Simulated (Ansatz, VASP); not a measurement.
## ZnS in VASP and in Ansatz

INCAR

```
  ALGO = Normal
  EDIFF = 1E-6
  ENCUT = 520
  GGA = PS
  ISIF = 2
  ISMEAR = 0
  LASPH = T
  LCHARG = F
  LREAL = F
  LWAVE = F
  NBANDS = 16
  NELM = 80
  PREC = Accurate
  SIGMA = 0.05
```

Contents of KPOINTS:

```
k-points
0
Gamma
  10 10 10
```

The input POSCAR:

```
ZnS
1.0
    0.0000000000      3.0360198112      2.1464660065
    3.0360198112      0.0000000000      2.1464660065
    3.0360198112      3.0360198112      0.0000000000
Zn S
1 1
Direct
    0.0000000000      0.0000000000      0.0000000000
    0.7500000000      0.7500000000      0.7500000000
```

Input for Ansatz:

```yaml
crystal:
  lattice:
    - [0.0, 3.0360198112, 2.1464660065]
    - [3.0360198112, 0.0, 2.1464660065]
    - [3.0360198112, 3.0360198112, 0.0]
  atoms:
    - { symbol: Zn, position: [0.0, 0.0, 0.0] }
    - { symbol: S, position: [0.75, 0.75, 0.75] }
basis:
  ecutwfc: 420
kpoints:
  mp_grid: { grid: [10, 10, 10] }
hamiltonian:
  xc: pbesol
scf:
  occupations: { method: gaussian, width: 0.05 }
output:
  forces: true
  stress: true
  eigenvalues: true
```

Alike in both runs: task single point; functional PBEsol; k mesh 10 × 10 × 10; occupations gaussian, width 0.05 eV; no spin polarisation.

```csv
,VASP,Ansatz
version,VASP 6.6.1,Ansatz 0.2.0
potentials or method,"VASP PAW PBE potentials, release 64 (Zn, S), cutoff 520 eV","scalar-relativistic, plane waves, PAW"
valence electrons in the cell,18,18
```

Ansatz gave:

| Item | Value |
| --- | --- |
| gap on the k mesh at the Fermi level (eV) | 1.21 |
| least direct gap on the mesh (eV) | 1.21 |
| pressure (GPa) | -5.1 |
| traceless stress, the component that is largest in VASP (GPa) | 6.08 |

**Question.** Estimate VASP's values.

**Answer.** gap on the k mesh at the Fermi level (eV): 1.22; least direct gap on the mesh (eV): 1.22; pressure (GPa): -4.9; traceless stress, the component that is largest in VASP (GPa): 6.03.

VASP's potentials were made for PBE, not for PBEsol.
